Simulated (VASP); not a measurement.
# ZnCu (Pm-3m) in VASP: settings compared

Aim: see how the results for ZnCu move with the level of theory and the settings. Levels: PBE, LDA, PBEsol. Tasks: single point.

Everything below comes from runs of VASP 6.6.1. Logs are shortened: lines on timing, memory, paths and dates and some standing lists are left out, and cuts for length are marked.

## (1) The cell of the first run

The structure is cubic, space group Pm-3m (No. 221). Conventional cell: a = 2.945 Å, b = 2.945 Å, c = 2.945 Å, α = 90.00°, β = 90.00°, γ = 90.00°. Zn (site symmetry m-3m) has 8 Cu at 2.55 Å and 6 Zn at 2.94 Å within 3.4 Å. Cu (site symmetry m-3m) has 8 Zn at 2.55 Å and 6 Cu at 2.94 Å within 3.4 Å.

## (2) Single point, PBE

INCAR

```
ALGO     = Fast           # electronic algorithm
EDIFF    = 1E-6           # SCF threshold, eV
ENCUT    = 520            # plane-wave cutoff, eV
GGA      = PE             # functional
ISIF     = 2              # what is computed and relaxed
ISMEAR   = -1             # smearing method
LASPH    = True           # aspherical terms in the spheres
LCHARG   = False          # write CHGCAR
LREAL    = False          # projectors in reciprocal space
LWAVE    = False          # write WAVECAR
NBANDS   = 18             # bands
NELM     = 60             # most SCF steps
PREC     = Accurate       # precision mode
SIGMA    = 0.05           # smearing width, eV
```

KPOINTS

```
k-points
0
Gamma
  9 9 9
```

POSCAR

```
ZnCu
1.0
    2.9450000000      0.0000000000      0.0000000000
    0.0000000000      2.9450000000      0.0000000000
    0.0000000000      0.0000000000      2.9450000000
Zn Cu
1 1
Direct
    0.5000000000      0.5000000000      0.5000000000
    0.0000000000      0.0000000000      0.0000000000
```

Potentials or basis: VASP PAW PBE potentials, release 64 (Zn, Cu).

Command:

```bash
$ cat potpaw_PBE.64/Zn/POTCAR potpaw_PBE.64/Cu/POTCAR > POTCAR
$ mpirun -np 1 vasp_std > vasp.out
```

OUTCAR:

```text
EDIFF = 1E-6
   ENCUT = 520
   GGA = PE
   ISIF = 2
   ISMEAR = -1
   LASPH = True
   LREAL = False
   NELM = 60
   PREC = Accurate

 ion  position               nearest neighbor table
   1  0.500  0.500  0.500-   2 2.55   2 2.55   2 2.55   2 2.55   2 2.55   2 2.55   2 2.55   2 2.55

   2  0.000  0.000  0.000-   1 2.55   1 2.55   1 2.55   1 2.55   1 2.55   1 2.55   1 2.55   1 2.55

  LATTYP: Found a simple cubic cell.
 ALAT       =     2.9450000000

  Lattice vectors:

 A1 = (   2.9450000000,   0.0000000000,   0.0000000000)
 A2 = (   0.0000000000,   2.9450000000,   0.0000000000)
 A3 = (   0.0000000000,   0.0000000000,   2.9450000000)

Analysis of symmetry for initial positions (statically):
=====================================================================
 Subroutine PRICEL returns:
 Original cell was already a primitive cell.

 Routine SETGRP: Setting up the symmetry group for a
 simple cubic supercell.

 Subroutine GETGRP returns: Found 48 space group operations
 (whereof 48 operations were pure point group operations)
 out of a pool of 48 trial point group operations.

The static configuration has the point symmetry O_h .

Analysis of symmetry for dynamics (positions and initial velocities):
=====================================================================
 Subroutine PRICEL returns:
 Original cell was already a primitive cell.

 Routine SETGRP: Setting up the symmetry group for a
 simple cubic supercell.

 Subroutine GETGRP returns: Found 48 space group operations
 (whereof 48 operations were pure point group operations)
 out of a pool of 48 trial point group operations.

The dynamic configuration has the point symmetry O_h .

 Subroutine INISYM returns: Found 48 space group operations
 (whereof 48 operations are pure point group operations),
 and found     1 'primitive' translations

----------------------------------------------------------------------------------------

                                     Primitive cell

  volume of cell :      25.5421

  direct lattice vectors                    reciprocal lattice vectors
     2.945000000  0.000000000  0.000000000     0.339558574  0.000000000  0.000000000
     0.000000000  2.945000000  0.000000000     0.000000000  0.339558574  0.000000000
     0.000000000  0.000000000  2.945000000     0.000000000  0.000000000  0.339558574

  length of vectors
     2.945000000  2.945000000  2.945000000     0.339558574  0.339558574  0.339558574

  position of ions in fractional coordinates (direct lattice)
     0.500000000  0.500000000  0.500000000
     0.000000000  0.000000000  0.000000000

  ion indices of the primitive-cell ions
   primitive index   ion index
                 1           1
                 2           2

----------------------------------------------------------------------------------------

 KPOINTS: k-points

Automatic generation of k-mesh.
 Grid dimensions read from file:
 generate k-points for:    9    9    9

 Generating k-lattice:

  Cartesian coordinates                     Fractional coordinates (reciprocal lattice)
     0.037728730  0.000000000  0.000000000     0.111111111  0.000000000  0.000000000
     0.000000000  0.037728730  0.000000000     0.000000000  0.111111111  0.000000000
     0.000000000  0.000000000  0.037728730     0.000000000  0.000000000  0.111111111

  Length of vectors
     0.037728730  0.037728730  0.037728730

  Shift w.r.t. Gamma in fractional coordinates (k-lattice)
     0.000000000  0.000000000  0.000000000

 Subroutine IBZKPT returns following result:
 ===========================================

 Found     35 irreducible k-points:

 Following reciprocal coordinates:
            Coordinates               Weight
  0.000000  0.000000  0.000000      1.000000
  0.111111  0.000000  0.000000      6.000000
  0.222222  0.000000  0.000000      6.000000
  0.333333  0.000000  0.000000      6.000000
  0.444444  0.000000  0.000000      6.000000
  0.111111  0.111111  0.000000     12.000000
[... 16 lines left out ...]
  0.333333  0.333333  0.111111     24.000000
  0.444444  0.333333  0.111111     48.000000
 [... further k-points ...]
   k-points           NKPTS =     35   k-points in BZ     NKDIM =     35   number of bands    NBANDS=     18
   number of dos      NEDOS =    301   number of ions     NIONS =      2
   total plane-waves  NPLWV =  13824
   dimension x,y,z NGX =    24 NGY =   24 NGZ =   24
   dimension x,y,z NGXF=    48 NGYF=   48 NGZF=   48
   ions per type =               1   1
   NGX,Y,Z   is equivalent  to a cutoff of  13.55, 13.55, 13.55 a.u.
   NGXF,Y,Z  is equivalent  to a cutoff of  27.10, 27.10, 27.10 a.u.
 SYSTEM =  unknown system
   PREC   = accura    normal or accurate (medium, high low for compatibility)
   ISTART =      0    job   : 0-new  1-cont  2-samecut
   ICHARG =      2    charge: 1-file 2-atom 10-const
   ISPIN  =      1    spin polarized calculation?
   LNONCOLLINEAR =      F non collinear calculations
   LSORBIT =      F    spin-orbit coupling
   LASPH  =      T    aspherical Exc in radial PAW
   ENCUT  =  520.0 eV  38.22 Ry    6.18 a.u.   5.48  5.48  5.48*2*pi/ulx,y,z
   NELM   =     60;   NELMIN=  2; NELMDL= -5     # of ELM steps
   EDIFF  = 0.1E-05   stopping-criterion for ELM
   LREAL  =      F    real-space projection
   EDIFFG = 0.1E-04   stopping-criterion for IOM
   NSW    =      0    number of steps for IOM
   IBRION =     -1    ionic relax: 0-MD 1-quasi-New 2-CG
   NFREE  =      0    steps in history (QN), initial steepest desc. (CG)
   ISIF   =      2    stress and relaxation
   ISYM   =      2    0-nonsym 1-usesym 2-fastsym
   POTIM  = 0.5000    time-step for ionic-motion
   TEBEG  =    0.0;   TEEND  =   0.0 temperature during run
   PSTRESS=    0.0 pullay stress
   NELECT =      23.0000    total number of electrons
   NUPDOWN=      -1.0000    fix difference up-down
   EMIN   =  10.00;   EMAX   =-10.00  energy-range for DOS
   EFERMI =   0.00;   METHOD = LEGACY
   ISMEAR =    -1;   SIGMA  =   0.05  broadening in eV -4-tet -1-fermi 0-gaus
   EFERMI_NEDOS =   21; number of points for ismear=-14 and -15
   IALGO  =     68    algorithm
   IMIX   =      4    mixing-type and parameters
     AMIX     =   0.40;   BMIX     =  1.00
     AMIX_MAG =   1.60;   BMIX_MAG =  1.00
  volume/ion in A,a.u.               =      12.77        86.18
  Fermi-wavevector in a.u.,A,eV,Ry     =   1.580880  2.987429 34.003415  2.499180
  Thomas-Fermi vector in A             =   2.681040
   LORBIT       =      0    0 simple, 1 ext, 2 COOP (PROOUT), +10 PAW based schemes
   GGA     = PE    functional components
   LHFCALC =     F    Hartree Fock is set to
   AEXX    =    0.0000 exact exchange contribution
   IVDW    =     0    specifies the selected vdW correction
   LEPSILON=     F    determine dielectric tensor
   LRPA    =     F    only Hartree local field effects (RPA)
 non-spin polarized calculation
 RMM-DIIS sequential band-by-band and
  energy-cutoff  :      520.00
  volume of cell :       25.54
 maximum number of plane-waves:       711
 NGX is ok and might be reduce to    24
   NGX = 11   NGY = 11   NGZ = 11

 number of electron      23.0000000 magnetization

 Free energy of the ion-electron system (eV)
  ---------------------------------------------------
  ext. energy  EPLUGINS =         0.00000000
  ---------------------------------------------------
  free energy    TOTEN  =        -4.99621271 eV

  energy without entropy =       -4.99194927  energy(sigma->0) =       -4.99408099

 E-fermi :   5.6080     XC(G=0): -12.4013

 val. band max:        5.5388389876   @ k =   0.3333   0.3333   0.0000
 cond. band min:       5.7278899469   @ k =   0.4444   0.4444   0.2222
 fundamental gap:      0.1890509594
 Fermi energy:         5.6079669499

 k-point     1 :       0.0000    0.0000    0.0000
  band No.  band energies     occupation
      1      -4.7962      2.00000
      2      -2.3064      2.00000
      3      -2.3064      2.00000
      4      -1.6113      2.00000
      5      -1.6113      2.00000
      6      -1.6113      2.00000
[... 10 lines left out ...]
     17      17.8236      0.00000
     18      28.9822      0.00000

 k-point     2 :       0.1111    0.0000    0.0000
  band No.  band energies     occupation
      1      -4.5734      2.00000
      2      -2.2810      2.00000
      3      -2.2586      2.00000
      4      -1.6306      2.00000
      5      -1.6306      2.00000
      6      -1.6017      2.00000
[... 10 lines left out ...]
     17      19.4895      0.00000
     18      26.9771      0.00000

 k-point     3 :       0.2222    0.0000    0.0000
  band No.  band energies     occupation
      1      -3.9260      2.00000
      2      -2.2157      2.00000
      3      -2.1214      2.00000
      4      -1.6792      2.00000
      5      -1.6792      2.00000
      6      -1.5772      2.00000
[... 10 lines left out ...]
     17      23.4606      0.00000
     18      24.2911      0.00000

 k-point     4 :       0.3333    0.0000    0.0000
  band No.  band energies     occupation
      1      -2.9867      2.00000
      2      -2.1394      2.00000
      3      -1.8441      2.00000
      4      -1.7341      2.00000
      5      -1.7341      2.00000
      6      -1.5490      2.00000
[... 375 lines left out ...]
      4      -1.8224      2.00000
      5      -1.7155      2.00000
      6      -0.0475      2.00000
[... 10 lines left out ...]
     17      22.0204      0.00000
     18      22.9935      0.00000

 k-point    23 :       0.3333    0.3333    0.1111
  band No.  band energies     occupation
      1      -2.3349      2.00000
      2      -2.0905      2.00000
      3      -1.8452      2.00000
      4      -1.8053      2.00000
      5      -1.6297      2.00000
      6      -0.4724      2.00000
[... 10 lines left out ...]
     17      19.9584      0.00000
     18      21.7440      0.00000

 k-point    24 :       0.4444    0.3333    0.1111
  band No.  band energies     occupation
      1      -2.3584      2.00000
      2      -2.0847      2.00000
      3      -1.8882      2.00000
      4      -1.8307      2.00000
      5      -1.5267      2.00000
      6       0.4692      2.00000
[... 10 lines left out ...]
     17      20.8371      0.00000
     18      21.9626      0.00000

 [... further k-points ...]

------------------------ aborting loop because EDIFF is reached ----------------------------------------

  FORCE on cell =-STRESS in cart. coord.  units (eV):
  Direction    XX          YY          ZZ          XY          YZ          ZX
  --------------------------------------------------------------------------------------
  -------------------------------------------------------------------------------------
  Total        0.5358889      0.5358889      0.5358889     -0.0000000     -0.0000000      0.0000000
  in kB       33.6147181     33.6147181     33.6147181     -0.0000000     -0.0000000      0.0000000
  external PRESSURE =      33.6147181 kB  Pullay stress =       0.0000000 kB

 VOLUME and BASIS-vectors are now :
 -----------------------------------------------------------------------------
  energy-cutoff  :      520.00
  volume of cell :       25.54
      direct lattice vectors                 reciprocal lattice vectors
     2.945000000  0.000000000  0.000000000     0.339558574  0.000000000  0.000000000
     0.000000000  2.945000000  0.000000000     0.000000000  0.339558574  0.000000000
     0.000000000  0.000000000  2.945000000     0.000000000  0.000000000  0.339558574

 POSITION                                       TOTAL-FORCE (eV/Angst)
 -----------------------------------------------------------------------------------
      1.47250      1.47250      1.47250         0.000000      0.000000      0.000000
      0.00000      0.00000      0.00000         0.000000      0.000000      0.000000
 -----------------------------------------------------------------------------------
    total drift:                                0.000000      0.000000     -0.000000

  FREE ENERGIE OF THE ION-ELECTRON SYSTEM (eV)
  ---------------------------------------------------
  free  energy   TOTEN  =        -4.9962127102 eV

  energy  without entropy=       -4.9919492700  energy(sigma->0) =       -4.99408099
```

Run time: 12 s. Hardware: 1 thread of Intel Xeon Platinum 8488C (Sapphire Rapids), shared host; peak memory 0.14 GiB.

Results:

* Free energy: -4.9962 eV
* Pressure: 3.4 GPa

## (3) Single point, LDA

This run uses another cell than the first one, of 11.84 Å³/atom, 0.927 times its volume.

INCAR

```
SYSTEM = ZnCu
PREC = Accurate
ENCUT = 520
EDIFF = 1E-6
ISMEAR = -1
SIGMA = 0.05
LREAL = .FALSE.
LASPH = .TRUE.
NELM = 80
ALGO = Fast
ISIF = 2
LWAVE = .FALSE.
LCHARG = .FALSE.
GGA = CA
NBANDS = 18
```

KPOINTS

```
Automatic mesh
0
G
  9 9 9
  0 0 0
```

POSCAR

```
ZnCu
1.0
    2.8714066533      0.0000000000      0.0000000000
    0.0000000000      2.8714066533      0.0000000000
    0.0000000000      0.0000000000      2.8714066533
Zn Cu
1 1
Direct
    0.5000000000      0.5000000000      0.5000000000
    0.0000000000      0.0000000000      0.0000000000
```

Potentials or basis: VASP PAW LDA potentials, release 64 (Zn, Cu).

Command:

```bash
$ cat potpaw_LDA.64/Zn/POTCAR potpaw_LDA.64/Cu/POTCAR > POTCAR
$ mpirun -np 1 vasp_std > vasp.out
```

Wall time 23 s (1 thread of Intel Xeon 8259CL, shared host); peak memory 0.13 GiB.

The run converged. Its results:

* Free energy: -6.7797 eV
* Pressure: 1.0 GPa

Levels at points of the mesh, in eV from the Fermi level:
| k point | band 9 | band 10 | band 11 | band 12 | band 13 | band 14 |
| --- | --- | --- | --- | --- | --- | --- |
| (0.00, 0.00, 0.00) | -2.98 | -2.98 | -2.98 | 6.38 | 6.38 | 6.38 |

## (4) Single point, PBEsol

This run uses another cell than the first one, of 12.32 Å³/atom, 0.965 times its volume.

INCAR

```
ALGO = Normal ; EDIFF = 1E-6
ENCUT = 520 ; GGA = PS
ISIF = 2 ; ISMEAR = -1
LASPH = True ; LCHARG = True
LELF = True ; LREAL = False
LVHAR = True ; LWAVE = False
NBANDS = 18 ; NELM = 60
PREC = Accurate ; SIGMA = 0.05
```

KPOINTS

```
k-points
0
Gamma
  9 9 9
```

POSCAR

```
ZnCu
1.0
    2.9100282821      0.0000000000      0.0000000000
    0.0000000000      2.9100282821      0.0000000000
    0.0000000000      0.0000000000      2.9100282821
Zn Cu
1 1
Direct
    0.5000000000      0.5000000000      0.5000000000
    0.0000000000      0.0000000000      0.0000000000
```

Potentials or basis: VASP PAW PBE potentials, release 64 (Zn, Cu).

Command:

```bash
$ cat potpaw_PBE.64/Zn/POTCAR potpaw_PBE.64/Cu/POTCAR > POTCAR
$ mpirun -np 1 vasp_std > vasp.out
```

It took 17 s on 1 thread of Intel Xeon 8259CL, shared host; peak memory 0.14 GiB.

It converged, with:

| Item | Value |
| --- | --- |
| Free energy | -6.0819 eV |
| Pressure | 0.7 GPa |

Levels at points of the mesh, in eV from the Fermi level:
```tsv
k point	band 8	band 9	band 10	band 11	band 12	band 13	band 14	band 15
(0.00, 0.00, 0.00)	-3.73	-2.84	-2.84	-2.84	6.27	6.27	6.27	11.44
```

Caveat: the PAW data sets were made with another functional, which shifts forces and pressure a little.

## (5) Single point, PBE

INCAR

```
SYSTEM = ZnCu
PREC = Accurate
ENCUT = 520
EDIFF = 1E-7
ISMEAR = -1
SIGMA = 0.05
LREAL = .False.
LASPH = .True.
NELM = 60
ALGO = Fast
ISIF = 2
LWAVE = .False.
LCHARG = .False.
GGA = PE
NBANDS = 18
```

KPOINTS

```
regular mesh
0
Gamma
  8 8 8
  0 0 0
```

POSCAR

```
ZnCu
1.0
    2.9450000000      0.0000000000      0.0000000000
    0.0000000000      2.9450000000      0.0000000000
    0.0000000000      0.0000000000      2.9450000000
Zn Cu
1 1
Direct
    0.5000000000      0.5000000000      0.5000000000
    0.0000000000      0.0000000000      0.0000000000
```

Command:

```bash
$ cat potpaw_PBE.64/Zn/POTCAR potpaw_PBE.64/Cu/POTCAR > POTCAR
$ mpirun -np 1 vasp_std > vasp.out
```

It took 28 s on 1 thread of Intel Xeon 8259CL, shared host; peak memory 0.14 GiB.

The run converged. Its results:

```
Free energy : -5.0199 eV
Pressure    : 3.1 GPa
```

Levels at points of the mesh, in eV from the Fermi level:
```
           k point  band 8  band 9  band 10  band 11  band 12  band 13  band 14  band 15
(0.00, 0.00, 0.00)   -3.34   -2.49    -2.49    -2.49     6.46     6.46     6.46    11.49
(0.50, 0.00, 0.00)   -3.45   -3.04    -3.04    -2.56    -1.77    11.94    11.94    12.58
(0.50, 0.50, 0.00)   -2.64   -2.64    -2.25    -1.66    -1.66     1.99     2.34    14.17
(0.50, 0.50, 0.50)   -4.05   -2.23    -2.23     4.09     4.57     4.57     4.57     4.75
```

## (6) Overview

| level | potentials or basis | cell | k mesh | gap on the mesh (eV) | pressure (GPa) |
| --- | --- | --- | --- | --- | --- |
| PBE | VASP PAW PBE potentials, release 64 (Zn, Cu) | a = 2.945 Å, 2 atoms | 9 × 9 × 9 | none | 3.4 |
| LDA | VASP PAW LDA potentials, release 64 (Zn, Cu) | a = 2.871 Å, 2 atoms | 9 × 9 × 9 | none | 1.0 |
| PBEsol | VASP PAW PBE potentials, release 64 (Zn, Cu) | a = 2.910 Å, 2 atoms | 9 × 9 × 9 | none | 0.7 |
| PBE | VASP PAW PBE potentials, release 64 (Zn, Cu) | a = 2.945 Å, 2 atoms | 8 × 8 × 8 | none | 3.1 |

Alike in all rows: task single point; no spin polarisation; cutoff (eV) 520; smearing fermi-dirac 0.05 eV.

Caveats: the PAW data sets were made with another functional, which shifts forces and pressure a little (some runs).

Absolute energies hang on the potentials; compare differences alone.
